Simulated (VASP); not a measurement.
Here is a VASP 6.6.1 calculation.

The input INCAR:

```
PREC     = Accurate       # precision mode
ENCUT    = 520            # plane-wave cutoff, eV
EDIFF    = 1E-6           # SCF threshold, eV
ISMEAR   = 0              # smearing method
SIGMA    = 0.1            # smearing width, eV
LREAL    = False          # projectors in reciprocal space
LASPH    = True           # aspherical terms in the spheres
NELM     = 100            # most SCF steps
ALGO     = Normal         # electronic algorithm
ISIF     = 2              # what is computed and relaxed
LWAVE    = False          # write WAVECAR
LCHARG   = False          # write CHGCAR
GGA      = PE             # functional
NBANDS   = 18             # bands
```

The input KPOINTS:

```
Automatic mesh
0
Gamma
  21 21 8
```

File POSCAR:

```
Li2Rh
1.0
    2.7225477159      0.0000000000      0.0000000000
   -1.3612738580      2.3577954850      0.0000000000
    0.0000000000      0.0000000000      6.8815440621
Li Rh
2 1
Direct
    0.3333333333      0.6666666667      0.3008299752
    0.6666666667      0.3333333333      0.6991700248
    0.0000000000      0.0000000000      0.0000000000
```

Potentials or basis: VASP PAW PBE potentials, release 64 (Li_sv, Rh_pv).

Command:

```sh
$ cat potpaw_PBE.64/Li_sv/POTCAR potpaw_PBE.64/Rh_pv/POTCAR > POTCAR
$ mpirun -np 1 vasp_std > vasp.out
```

Q: Estimate the band gap on the k mesh.

A: Zero (an odd number of electrons rules out a gap without spin polarisation).
